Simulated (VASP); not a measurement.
# Pb (Fm-3m) in VASP: further runs

Pb is run at these levels: LDA; tasks: single point.

All numbers are computed with VASP 6.6.1; they aren't measurements. Logs are shortened: lines on timing, memory, paths and dates and some standing lists are left out, and cuts for length are marked.

## (1) The cell of the first run

It takes space group Fm-3m (No. 225, cubic). Conventional cell: a = 4.875 Å, b = 4.875 Å, c = 4.875 Å, α = 90.00°, β = 90.00°, γ = 90.00°. Within 4.5 Å of Pb (site symmetry m-3m) lie 12 Pb at 3.45 Å.

## (2) Single point, LDA

Contents of INCAR:

```
SYSTEM = Pb
  ALGO = Normal
  EDIFF = 1E-7
  ENCUT = 520
  ISIF = 2
  ISMEAR = -1
  LASPH = .TRUE.
  LCHARG = .FALSE.
  LREAL = .FALSE.
  LWAVE = .FALSE.
  NBANDS = 13
  NELM = 60
  PREC = Accurate
  SIGMA = 1.0
```

Contents of KPOINTS:

```
k-points
0
G
  11 11 11
  0 0 0
```

Contents of POSCAR:

```
Pb
1.0
    0.0000000000      2.4375492138      2.4375492138
    2.4375492138      0.0000000000      2.4375492138
    2.4375492138      2.4375492138      0.0000000000
Pb
1
Direct
    0.0000000000      0.0000000000      0.0000000000
```

Potentials or basis: VASP PAW LDA potentials, release 64 (Pb_d).

The run is started by

```sh
$ cat potpaw_LDA.64/Pb_d/POTCAR > POTCAR
$ mpirun -np 1 vasp_std > vasp.out
```

OUTCAR:

```text
SYSTEM = Pb
   EDIFF = 1E-7
   ENCUT = 520
   ISIF = 2
   ISMEAR = -1
   LASPH = .TRUE.
   LREAL = .FALSE.
   NELM = 60
   PREC = Accurate

 ion  position               nearest neighbor table
   1  0.000  0.000  0.000-

  LATTYP: Found a face centered cubic cell.
 ALAT       =     4.8750984276

  Lattice vectors:

 A1 = (   0.0000000000,   2.4375492138,   2.4375492138)
 A2 = (   2.4375492138,   0.0000000000,   2.4375492138)
 A3 = (   2.4375492138,   2.4375492138,   0.0000000000)

Analysis of symmetry for initial positions (statically):
=====================================================================
 Subroutine PRICEL returns:
 Original cell was already a primitive cell.

 Routine SETGRP: Setting up the symmetry group for a
 face centered cubic supercell.

 Subroutine GETGRP returns: Found 48 space group operations
 (whereof 48 operations were pure point group operations)
 out of a pool of 48 trial point group operations.

The static configuration has the point symmetry O_h .

Analysis of symmetry for dynamics (positions and initial velocities):
=====================================================================
 Subroutine PRICEL returns:
 Original cell was already a primitive cell.

 Routine SETGRP: Setting up the symmetry group for a
 face centered cubic supercell.

 Subroutine GETGRP returns: Found 48 space group operations
 (whereof 48 operations were pure point group operations)
 out of a pool of 48 trial point group operations.

The dynamic configuration has the point symmetry O_h .

 Subroutine INISYM returns: Found 48 space group operations
 (whereof 48 operations are pure point group operations),
 and found     1 'primitive' translations

----------------------------------------------------------------------------------------

                                     Primitive cell

  volume of cell :      28.9661

  direct lattice vectors                    reciprocal lattice vectors
     0.000000000  2.437549214  2.437549214    -0.205124064  0.205124064  0.205124064
     2.437549214  0.000000000  2.437549214     0.205124064 -0.205124064  0.205124064
     2.437549214  2.437549214  0.000000000     0.205124064  0.205124064 -0.205124064

  length of vectors
     3.447215157  3.447215157  3.447215157     0.355285300  0.355285300  0.355285300

  position of ions in fractional coordinates (direct lattice)
     0.000000000  0.000000000  0.000000000

  ion indices of the primitive-cell ions
   primitive index   ion index
                 1           1

----------------------------------------------------------------------------------------

 KPOINTS: k-points

Automatic generation of k-mesh.
 Grid dimensions read from file:
 generate k-points for:   11   11   11

 Generating k-lattice:

  Cartesian coordinates                     Fractional coordinates (reciprocal lattice)
    -0.018647642  0.018647642  0.018647642     0.090909091  0.000000000  0.000000000
     0.018647642 -0.018647642  0.018647642     0.000000000  0.090909091  0.000000000
     0.018647642  0.018647642 -0.018647642     0.000000000  0.000000000  0.090909091

  Length of vectors
     0.032298664  0.032298664  0.032298664

  Shift w.r.t. Gamma in fractional coordinates (k-lattice)
     0.000000000  0.000000000  0.000000000

 Subroutine IBZKPT returns following result:
 ===========================================

 Found     56 irreducible k-points:

 Following reciprocal coordinates:
            Coordinates               Weight
  0.000000  0.000000  0.000000      1.000000
  0.090909  0.000000  0.000000      8.000000
  0.181818  0.000000  0.000000      8.000000
  0.272727  0.000000  0.000000      8.000000
  0.363636  0.000000  0.000000      8.000000
  0.454545  0.000000  0.000000      8.000000
[... 16 lines left out ...]
 -0.272727  0.181818  0.000000     24.000000
 -0.181818  0.181818  0.000000     12.000000
 [... further k-points ...]
   k-points           NKPTS =     56   k-points in BZ     NKDIM =     56   number of bands    NBANDS=     13
   number of dos      NEDOS =    301   number of ions     NIONS =      1
   total plane-waves  NPLWV =  21952
   dimension x,y,z NGX =    28 NGY =   28 NGZ =   28
   dimension x,y,z NGXF=    56 NGYF=   56 NGZF=   56
   ions per type =               1
   NGX,Y,Z   is equivalent  to a cutoff of  13.50, 13.50, 13.50 a.u.
   NGXF,Y,Z  is equivalent  to a cutoff of  27.01, 27.01, 27.01 a.u.
 SYSTEM =  Pb
   PREC   = accura    normal or accurate (medium, high low for compatibility)
   ISTART =      0    job   : 0-new  1-cont  2-samecut
   ICHARG =      2    charge: 1-file 2-atom 10-const
   ISPIN  =      1    spin polarized calculation?
   LNONCOLLINEAR =      F non collinear calculations
   LSORBIT =      F    spin-orbit coupling
   LASPH  =      T    aspherical Exc in radial PAW
   ENCUT  =  520.0 eV  38.22 Ry    6.18 a.u.   6.41  6.41  6.41*2*pi/ulx,y,z
   NELM   =     60;   NELMIN=  2; NELMDL= -5     # of ELM steps
   EDIFF  = 0.1E-06   stopping-criterion for ELM
   LREAL  =      F    real-space projection
   EDIFFG = 0.1E-05   stopping-criterion for IOM
   NSW    =      0    number of steps for IOM
   IBRION =     -1    ionic relax: 0-MD 1-quasi-New 2-CG
   NFREE  =      0    steps in history (QN), initial steepest desc. (CG)
   ISIF   =      2    stress and relaxation
   ISYM   =      2    0-nonsym 1-usesym 2-fastsym
   POTIM  = 0.5000    time-step for ionic-motion
   TEBEG  =    0.0;   TEEND  =   0.0 temperature during run
   PSTRESS=    0.0 pullay stress
   NELECT =      14.0000    total number of electrons
   NUPDOWN=      -1.0000    fix difference up-down
   EMIN   =  10.00;   EMAX   =-10.00  energy-range for DOS
   EFERMI =   0.00;   METHOD = LEGACY
   ISMEAR =    -1;   SIGMA  =   1.00  broadening in eV -4-tet -1-fermi 0-gaus
   EFERMI_NEDOS =   21; number of points for ismear=-14 and -15
   IALGO  =     38    algorithm
   IMIX   =      4    mixing-type and parameters
     AMIX     =   0.40;   BMIX     =  1.00
     AMIX_MAG =   1.60;   BMIX_MAG =  1.00
  volume/ion in A,a.u.               =      28.97       195.47
  Fermi-wavevector in a.u.,A,eV,Ry     =   1.284756  2.427838 22.457762  1.650599
  Thomas-Fermi vector in A             =   2.416931
   LORBIT       =      0    0 simple, 1 ext, 2 COOP (PROOUT), +10 PAW based schemes
   GGA     = CA    functional components
   LHFCALC =     F    Hartree Fock is set to
   AEXX    =    0.0000 exact exchange contribution
   IVDW    =     0    specifies the selected vdW correction
   LEPSILON=     F    determine dielectric tensor
   LRPA    =     F    only Hartree local field effects (RPA)
 non-spin polarized calculation
  energy-cutoff  :      520.00
  volume of cell :       28.97
 maximum number of plane-waves:       793
 NGX is ok and might be reduce to    28
   NGX = 13   NGY = 13   NGZ = 13

 number of electron      13.9999999 magnetization

 Free energy of the ion-electron system (eV)
  ---------------------------------------------------
  ext. energy  EPLUGINS =         0.00000000
  ---------------------------------------------------
  free energy    TOTEN  =        -5.12388033 eV

  energy without entropy =       -3.36060250  energy(sigma->0) =       -4.24224141

 E-fermi :   7.4576     XC(G=0): -10.6727

 val. band max:        7.3540832416   @ k =  -0.4545   0.3636   0.0000
 cond. band min:       7.6784882885   @ k =   0.2727   0.0000   0.0000
 fundamental gap:      0.3244050470
 Fermi energy:         7.4576296124

 k-point     1 :       0.0000    0.0000    0.0000
  band No.  band energies     occupation
      1      -9.4908      2.00000
      2      -9.4908      2.00000
      3      -9.4908      2.00000
      4      -9.3253      2.00000
      5      -9.3253      2.00000
      6      -4.5449      1.99999
      7      15.2560      0.00082
      8      15.2560      0.00082
      9      15.2560      0.00082
     10      17.3881      0.00010
     11      19.6002      0.00001
     12      20.3972      0.00000
     13      20.3972      0.00000

 k-point     2 :       0.0909    0.0000    0.0000
  band No.  band energies     occupation
      1      -9.4917      2.00000
      2      -9.4775      2.00000
      3      -9.4775      2.00000
      4      -9.3261      2.00000
      5      -9.3261      2.00000
      6      -4.3781      1.99999
      7      13.4597      0.00494
      8      15.0538      0.00100
      9      15.0538      0.00100
     10      17.1342      0.00013
     11      20.2179      0.00001
     12      20.7556      0.00000
     13      20.7556      0.00000

 k-point     3 :       0.1818    0.0000    0.0000
  band No.  band energies     occupation
      1      -9.4962      2.00000
      2      -9.4534      2.00000
      3      -9.4534      2.00000
      4      -9.3157      2.00000
      5      -9.3157      2.00000
      6      -3.8761      1.99998
      7      10.5196      0.08941
      8      14.5775      0.00162
      9      14.5775      0.00162
     10      16.8881      0.00016
     11      20.2046      0.00001
     12      20.8823      0.00000
     13      20.8823      0.00000

 k-point     4 :       0.2727    0.0000    0.0000
  band No.  band energies     occupation
      1      -9.5072      2.00000
      2      -9.4509      2.00000
      3      -9.4509      2.00000
      4      -9.2718      2.00000
      5      -9.2718      2.00000
      6      -3.0458      1.99995
      7       7.6785      0.89002
      8      14.0400      0.00277
      9      14.0400      0.00277
     10      16.7500      0.00018
     11      19.0461      0.00002
     12      20.0082      0.00001
     13      20.0082      0.00001

 k-point     5 :       0.3636    0.0000    0.0000
  band No.  band energies     occupation
      1      -9.5215      2.00000
      2      -9.4648      2.00000
      3      -9.4648      2.00000
      4      -9.2141      2.00000
      5      -9.2141      2.00000
      6      -1.9445      1.99983
      7       5.1924      1.81192
      8      13.5955      0.00431
      9      13.5955      0.00431
     10      16.7430      0.00019
     11      18.1495      0.00005
     12      19.4029      0.00001
     13      19.4029      0.00001
[... 257 lines left out ...]
 k-point    22 :      -0.3636    0.1818    0.0000
  band No.  band energies     occupation
      1      -9.5073      2.00000
      2      -9.4470      2.00000
      3      -9.3957      2.00000
      4      -9.2373      2.00000
      5      -9.2238      2.00000
      6      -0.6957      1.99942
      7       4.5203      1.89933
      8       9.2986      0.27387
      9      12.7090      0.01043
     10      15.6979      0.00053
     11      19.9542      0.00001
     12      20.6550      0.00000
     13      23.5398      0.00000

 k-point    23 :      -0.2727    0.1818    0.0000
  band No.  band energies     occupation
      1      -9.4795      2.00000
      2      -9.4628      2.00000
      3      -9.3861      2.00000
      4      -9.2978      2.00000
      5      -9.2332      2.00000
      6      -1.7847      1.99981
      7       6.4303      1.47281
      8       9.3254      0.26761
      9      13.6599      0.00404
     10      16.4264      0.00025
     11      19.5925      0.00001
     12      20.4582      0.00000
     13      22.1533      0.00000

 k-point    24 :      -0.1818    0.1818    0.0000
  band No.  band energies     occupation
      1      -9.4862      2.00000
      2      -9.4524      2.00000
      3      -9.3800      2.00000
      4      -9.3605      2.00000
      5      -9.2469      2.00000
      6      -2.7752      1.99993
      7       8.4463      0.54235
      8      10.1133      0.13129
      9      14.6483      0.00151
     10      17.4473      0.00009
     11      18.9107      0.00002
     12      20.1882      0.00001
     13      21.0385      0.00000

 [... further k-points ...]

------------------------ aborting loop because EDIFF is reached ----------------------------------------

  FORCE on cell =-STRESS in cart. coord.  units (eV):
  Direction    XX          YY          ZZ          XY          YZ          ZX
  --------------------------------------------------------------------------------------
  -------------------------------------------------------------------------------------
  Total        0.7559381      0.7559381      0.7559381      0.0000000     -0.0000000     -0.0000000
  in kB       41.8125483     41.8125483     41.8125483      0.0000000     -0.0000000     -0.0000000
  external PRESSURE =      41.8125483 kB  Pullay stress =       0.0000000 kB

 VOLUME and BASIS-vectors are now :
 -----------------------------------------------------------------------------
  energy-cutoff  :      520.00
  volume of cell :       28.97
      direct lattice vectors                 reciprocal lattice vectors
     0.000000000  2.437549214  2.437549214    -0.205124064  0.205124064  0.205124064
     2.437549214  0.000000000  2.437549214     0.205124064 -0.205124064  0.205124064
     2.437549214  2.437549214  0.000000000     0.205124064  0.205124064 -0.205124064

 POSITION                                       TOTAL-FORCE (eV/Angst)
 -----------------------------------------------------------------------------------
      0.00000      0.00000      0.00000         0.000000      0.000000      0.000000
 -----------------------------------------------------------------------------------
    total drift:                               -0.000000     -0.000000     -0.000000

  FREE ENERGIE OF THE ION-ELECTRON SYSTEM (eV)
  ---------------------------------------------------
  free  energy   TOTEN  =        -5.1238803278 eV

  energy  without entropy=       -3.3606025014  energy(sigma->0) =       -4.24224141
```

Wall time 18 s (1 thread of Intel Xeon Platinum 8375C at 2.90GHz (Ice Lake), shared host); peak memory 0.15 GiB.

What came out:

| Property | Result |
| --- | --- |
| Free energy | -5.1239 eV |
| Pressure | 4.2 GPa |
| Band gap on the k mesh | zero (band 7 reaches 15.26 eV, above the bottom of band 8 at 6.00 eV) |

Levels at points of the mesh, in eV from the Fermi level:
```csv
k point,band 4,band 5,band 6,band 7,band 8,band 9,band 10,band 11
"(0.00, 0.00, 0.00)",-16.78,-16.78,-12.00,7.80,7.80,7.80,9.93,12.14
```

Caveat: spin-orbit coupling is left out, which moves the levels of the heavy elements.

## (3) Single point, LDA

Contents of INCAR:

```
PREC = Accurate
ENCUT = 520
EDIFF = 1E-6
ISMEAR = 0
SIGMA = 0.01
LREAL = False
LASPH = True
NELM = 60
ALGO = Normal
ISIF = 2
LWAVE = False
LCHARG = False
GGA = CA
NBANDS = 13
```

Contents of KPOINTS:

```
Automatic mesh
0
Gamma
  11 11 11
```

POSCAR is that of step 2.

Potentials or basis: VASP PAW LDA potentials, release 64 (Pb_d).

The run is started by

```sh
$ cat potpaw_LDA.64/Pb_d/POTCAR > POTCAR
$ mpirun -np 1 vasp_std > vasp.out
```

Wall time 14 s (1 thread of Intel Xeon Platinum 8375C at 2.90GHz (Ice Lake), shared host); peak memory 0.15 GiB.

Results (log left out):

```
Free energy            : -4.2579 eV
Pressure               : 0.1 GPa
Band gap on the k mesh : zero (band 7 reaches 15.25 eV, above the bottom of band 8 at 6.00 eV)
```

Levels at points of the mesh, in eV from the Fermi level:
| k point | band 4 | band 5 | band 6 | band 7 | band 8 | band 9 | band 10 | band 11 |
| --- | --- | --- | --- | --- | --- | --- | --- | --- |
| (0.00, 0.00, 0.00) | -17.03 | -17.03 | -12.23 | 7.57 | 7.57 | 7.57 | 9.70 | 11.91 |

Caveat: spin-orbit coupling is left out, which moves the levels of the heavy elements.
